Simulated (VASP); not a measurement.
KH3, 4 atoms in the cell. It takes space group Pm-3m (No. 221, cubic). Conventional cell: a = 3.812 Å, b = 3.812 Å, c = 3.812 Å, α = 90.00°, β = 90.00°, γ = 90.00°. K (site symmetry m-3m) has 12 H at 2.70 Å within 3.6 Å. Within 3.6 Å of H (site symmetry 4/mmm) lie 4 K at 2.70 Å and 8 H at 2.70 Å. 

| Quantity | Value |
| --- | --- |
| Program | VASP 6.6.1 |
| Task | single point |
| Functional | PBE |
| Potentials or basis | VASP PAW PBE potentials, release 64 (K_sv, H) |
| Cutoff | 520 eV |
| k mesh | 12 × 12 × 12 |
| Occupations | gaussian, width 0.1 eV |
| Spin | no spin polarisation |
| Dipole correction | no |
| Further INCAR settings | ALGO = Normal; EDIFF = 1e-06; NBANDS = 14 |

Potentials or basis: VASP PAW PBE potentials, release 64 (K_sv, H).

Command:

```sh
$ cat potpaw_PBE.64/K_sv/POTCAR potpaw_PBE.64/H/POTCAR > POTCAR
$ mpirun -np 1 vasp_std > vasp.out
```

Hardware: 1 thread of Oxide Virtual Turin-like Processor, on a shared host.

Question: Estimate the wall time of this run.

Answer: It took 72 s on 1 thread of Oxide Virtual Turin-like Processor (shared host), peak memory 0.16 GiB. Counts: scf iterations 11, k points 84.
